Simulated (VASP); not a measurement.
# TaN (P-6m2) in VASP: notebook, part 2 of 2

VASP 6.6.1. The steps go on from the part before.

**3. Single point, PBEsol**

This run uses another cell than the first one, of 11.13 Å³/atom, 1.009 times its volume.

File INCAR:

```
SYSTEM = TaN
PREC = Accurate
ENCUT = 520
EDIFF = 1E-6
ISMEAR = 0
SIGMA = 0.15
LREAL = .FALSE.
LASPH = .TRUE.
NELM = 100
ALGO = Normal
ISIF = 2
LWAVE = .FALSE.
LCHARG = .FALSE.
GGA = PS
NBANDS = 15
```

File KPOINTS:

```
regular mesh
0
G
  18 18 16
  0 0 0
```

File POSCAR:

```
TaN
1.0
    3.0702000000      0.0000000000      0.0000000000
   -1.5351000000      2.6588711947      0.0000000000
    0.0000000000      0.0000000000      2.7272000000
Ta N
1 1
Direct
    0.3333333333      0.6666666667      0.5000000000
    0.0000000000      0.0000000000      0.0000000000
```

Potentials or basis: VASP PAW PBE potentials, release 64 (Ta_pv, N).

Started as:

```console
$ cat potpaw_PBE.64/Ta_pv/POTCAR potpaw_PBE.64/N/POTCAR > POTCAR
$ mpirun -np 1 vasp_std > vasp.out
```

OUTCAR:

```text
SYSTEM = TaN
   PREC = Accurate
   ENCUT = 520
   EDIFF = 1E-6
   ISMEAR = 0
   LREAL = .FALSE.
   LASPH = .TRUE.
   NELM = 100
   ISIF = 2
   GGA = PS

 ion  position               nearest neighbor table
   1  0.333  0.667  0.500-   2 2.24   2 2.24   2 2.24   2 2.24   2 2.24   2 2.24
   2  0.000  0.000  0.000-   1 2.24   1 2.24   1 2.24   1 2.24   1 2.24   1 2.24

  LATTYP: Found a hexagonal cell.
 ALAT       =     3.0702000000
 C/A-ratio  =     0.8882808938

  Lattice vectors:

 A1 = (   3.0702000000,   0.0000000000,   0.0000000000)
 A2 = (  -1.5351000000,   2.6588711947,   0.0000000000)
 A3 = (   0.0000000000,   0.0000000000,   2.7272000000)

Analysis of symmetry for initial positions (statically):
=====================================================================
 Subroutine PRICEL returns:
 Original cell was already a primitive cell.

 Routine SETGRP: Setting up the symmetry group for a
 hexagonal supercell.

 Subroutine GETGRP returns: Found 12 space group operations
 (whereof 12 operations were pure point group operations)
 out of a pool of 24 trial point group operations.

The static configuration has the point symmetry D_3h.

Analysis of symmetry for dynamics (positions and initial velocities):
=====================================================================
 Subroutine PRICEL returns:
 Original cell was already a primitive cell.

 Routine SETGRP: Setting up the symmetry group for a
 hexagonal supercell.

 Subroutine GETGRP returns: Found 12 space group operations
 (whereof 12 operations were pure point group operations)
 out of a pool of 24 trial point group operations.

The dynamic configuration has the point symmetry D_3h.

 Subroutine INISYM returns: Found 12 space group operations
 (whereof 12 operations are pure point group operations),
 and found     1 'primitive' translations

----------------------------------------------------------------------------------------

[... 116 lines left out ...]
   LORBIT       =      0    0 simple, 1 ext, 2 COOP (PROOUT), +10 PAW based schemes
   GGA     = PS    functional components
   LHFCALC =     F    Hartree Fock is set to
   AEXX    =    0.0000 exact exchange contribution
   IVDW    =     0    specifies the selected vdW correction
   LEPSILON=     F    determine dielectric tensor
   LRPA    =     F    only Hartree local field effects (RPA)
 non-spin polarized calculation
 Gauss-broadening in eV      SIGMA  =   0.15
  energy-cutoff  :      520.00
  volume of cell :       22.26
 maximum number of plane-waves:       609
 NGX is ok and might be reduce to    24
   NGX = 11   NGY = 11   NGZ = 11

 number of electron      16.0000004 magnetization

 Free energy of the ion-electron system (eV)
  ---------------------------------------------------
  ext. energy  EPLUGINS =         0.00000000
  ---------------------------------------------------
  free energy    TOTEN  =       -23.49123734 eV

  energy without entropy =      -23.48961568  energy(sigma->0) =      -23.49042651

 E-fermi :   7.7935     XC(G=0): -13.3072

 val. band max:        7.7557909173   @ k =   0.0000   0.0000   0.4375
 cond. band min:       7.8039488751   @ k =   0.0000   0.0000   0.5000
 fundamental gap:      0.0481579579
 Fermi energy:         7.7935384524

 k-point     1 :       0.0000    0.0000    0.0000
  band No.  band energies     occupation
      1     -26.9579      2.00000
      2     -26.9579      2.00000
      3     -26.7964      2.00000
      4      -9.8063      2.00000
      5       2.6336      2.00000
      6       2.6336      2.00000
      7       3.7723      2.00000
      8       5.6203      2.00000
      9       9.0953      0.00000
     10      11.7427      0.00000
     11      11.7427      0.00000
     12      11.9028      0.00000
     13      11.9028      0.00000
     14      20.8420      0.00000
[... 401 lines left out ...]
      2     -27.1699      2.00000
      3     -26.7119      2.00000
      4      -7.7996      2.00000
      5      -0.3035      2.00000
      6       3.3353      2.00000
      7       3.7573      2.00000
      8       5.2484      2.00000
      9      10.0246      0.00000
     10      10.7143      0.00000
     11      11.8059      0.00000
     12      13.8986      0.00000
     13      16.0765      0.00000
     14      19.0268      0.00000
     15      21.0953      0.00000

 [... further k-points ...]
[... 5 lines left out ...]
  --------------------------------------------------------------------------------------
  -------------------------------------------------------------------------------------
  Total       -4.1744702     -4.1744702      4.2995721      0.0000000      0.0000000      0.0000000
  in kB     -300.4214913   -300.4214913    309.4246191      0.0000000      0.0000000      0.0000000
  external PRESSURE =     -97.1394545 kB  Pullay stress =       0.0000000 kB

 VOLUME and BASIS-vectors are now :
 -----------------------------------------------------------------------------
  energy-cutoff  :      520.00
  volume of cell :       22.26
      direct lattice vectors                 reciprocal lattice vectors
     3.070200000  0.000000000  0.000000000     0.325711680  0.188049726  0.000000000
    -1.535100000  2.658871195  0.000000000     0.000000000  0.376099452  0.000000000
     0.000000000  0.000000000  2.727200000     0.000000000  0.000000000  0.366676445

 POSITION                                       TOTAL-FORCE (eV/Angst)
 -----------------------------------------------------------------------------------
     -0.00000      1.77258      1.36360         0.000000      0.000000      0.000000
      0.00000      0.00000      0.00000         0.000000      0.000000      0.000000
 -----------------------------------------------------------------------------------
    total drift:                               -0.000000      0.000000     -0.000000

  FREE ENERGIE OF THE ION-ELECTRON SYSTEM (eV)
  ---------------------------------------------------
  free  energy   TOTEN  =       -23.4912373434 eV

  energy  without entropy=      -23.4896156820  energy(sigma->0) =      -23.49042651
```

OSZICAR:

```text
N       E                     dE             d eps       ncg     rms          rms(c)
DAV:   1     0.895460028835E+02    0.89546E+02   -0.88131E+03  9990   0.113E+03
DAV:   2    -0.229943046633E+02   -0.11254E+03   -0.10593E+03 12286   0.303E+02
DAV:   3    -0.258289903945E+02   -0.28347E+01   -0.28205E+01 11152   0.448E+01
DAV:   4    -0.258409974697E+02   -0.12007E-01   -0.12004E-01 13217   0.316E+00
DAV:   5    -0.258410780088E+02   -0.80539E-04   -0.80537E-04 11362   0.238E-01    0.227E+01
DAV:   6    -0.236183166792E+02    0.22228E+01   -0.35486E+00 12410   0.224E+01    0.971E+00
DAV:   7    -0.235272359578E+02    0.91081E-01   -0.42014E-01 12244   0.574E+00    0.675E+00
DAV:   8    -0.234980436830E+02    0.29192E-01   -0.17024E-01 11355   0.337E+00    0.146E+00
DAV:   9    -0.234913794562E+02    0.66642E-02   -0.15128E-02 11432   0.997E-01    0.211E-01
DAV:  10    -0.234912758664E+02    0.10359E-03   -0.90069E-04 12188   0.340E-01    0.865E-02
DAV:  11    -0.234912372487E+02    0.38618E-04   -0.66769E-05 11719   0.851E-02    0.118E-02
DAV:  12    -0.234912373434E+02   -0.94709E-07   -0.63171E-06 11614   0.246E-02
   1 F= -.23491237E+02 E0= -.23490427E+02  d E =-.162166E-02
```

stdout:

```text
POSCAR found type information on POSCAR TaN
 POSCAR found :  2 types and       2 ions
 scaLAPACK will be used
 -----------------------------------------------------------------------------
|                                                                             |
|                                                                             |
|     You enforced a specific xc type in the INCAR file but a different       |
|     I HOPE YOU KNOW WHAT YOU ARE DOING!                                     |
|                                                                             |
 -----------------------------------------------------------------------------

 LDA part: xc-table for (Slater+PW92), standard interpolation
 POSCAR, INCAR and KPOINTS ok, starting setup
 FFT: planning ... GRIDC
 FFT: planning ... GRID_SOFT
 FFT: planning ... GRID
 WAVECAR not read
 entering main loop
```

It took 27 s on 1 thread of Intel Xeon 6975P-C (Granite Rapids), shared host; peak memory 0.22 GiB.

Results:

- Free energy: -23.4912 eV
- Pressure: -9.7 GPa
- Band gap on the k mesh: zero (band 8 reaches 8.03 eV, above the bottom of band 9 at 7.73 eV)

Caveat: the PAW data sets were made with another functional, which shifts forces and pressure a little; spin-orbit coupling is left out, which moves the levels of the heavy elements.

**4. Single point, PBEsol**

This run uses another cell than the first one, of 11.17 Å³/atom, 1.012 times its volume.

File INCAR:

```
  ALGO = Normal
  EDIFF = 1E-6
  ENCUT = 520
  GGA = PS
  ISIF = 2
  ISMEAR = 0
  LASPH = True
  LCHARG = False
  LREAL = False
  LWAVE = False
  NBANDS = 15
  NELM = 100
  PREC = Accurate
  SIGMA = 0.15
```

File KPOINTS:

```
k-points
0
Gamma
  18 18 16
```

File POSCAR:

```
TaN
1.0
    2.9971000000      0.0000000000      0.0000000000
   -1.4985500000      2.5955647377      0.0000000000
    0.0000000000      0.0000000000      2.8707423432
Ta N
1 1
Direct
    0.3333333333      0.6666666667      0.5000000000
    0.0000000000      0.0000000000      0.0000000000
```

Started as:

```console
$ cat potpaw_PBE.64/Ta_pv/POTCAR potpaw_PBE.64/N/POTCAR > POTCAR
$ mpirun -np 1 vasp_std > vasp.out
```

Run time: 29 s. Hardware: 1 thread of Intel Xeon 6975P-C (Granite Rapids), shared host; peak memory 0.22 GiB.

Results (log left out):

| Item | Value |
| --- | --- |
| Free energy | -23.7421 eV |
| Pressure | -14.8 GPa |
| Band gap on the k mesh | zero (band 8 reaches 8.01 eV, above the bottom of band 9 at 7.66 eV) |

Stress tensor (GPa, compression positive):
```
-19.12   0.00   0.00
  0.00 -19.12   0.00
  0.00   0.00  -6.07
```

Levels at points of the mesh, in eV from the Fermi level:
```tsv
k point	band 6	band 7	band 8	band 9	band 10	band 11
(0.00, 0.00, 0.00)	-4.57	-3.99	-2.69	1.78	3.58	3.58
(0.50, 0.00, 0.00)	-4.80	-3.33	-3.21	2.97	3.64	4.90
(0.00, 0.00, 0.50)	-3.79	-3.79	-0.05	-0.05	2.68	3.05
(0.50, 0.00, 0.50)	-6.01	-5.64	-0.31	3.90	4.97	5.93
```

Caveat: the PAW data sets were made with another functional, which shifts forces and pressure a little; spin-orbit coupling is left out, which moves the levels of the heavy elements.

**5. Overview**

| cell | gap on the mesh (eV) | pressure (GPa) |
| --- | --- | --- |
| a = 2.961, b = 2.961, c = 2.907 Å, angles 90.0, 90.0, 120.0°, 2 atoms | none | -11.8 |
| a = 3.070, b = 3.070, c = 2.727 Å, angles 90.0, 90.0, 120.0°, 2 atoms | none | -9.7 |
| a = 2.997, b = 2.997, c = 2.871 Å, angles 90.0, 90.0, 120.0°, 2 atoms | none | -14.8 |

Alike in all rows: task single point; level PBEsol; potentials or basis VASP PAW PBE potentials, release 64 (Ta_pv, N); no spin polarisation; k mesh 18 × 18 × 16; cutoff (eV) 520; smearing gaussian 0.15 eV.

Caveats: the PAW data sets were made with another functional, which shifts forces and pressure a little; spin-orbit coupling is left out, which moves the levels of the heavy elements.

Absolute energies hang on the potentials; compare differences alone.
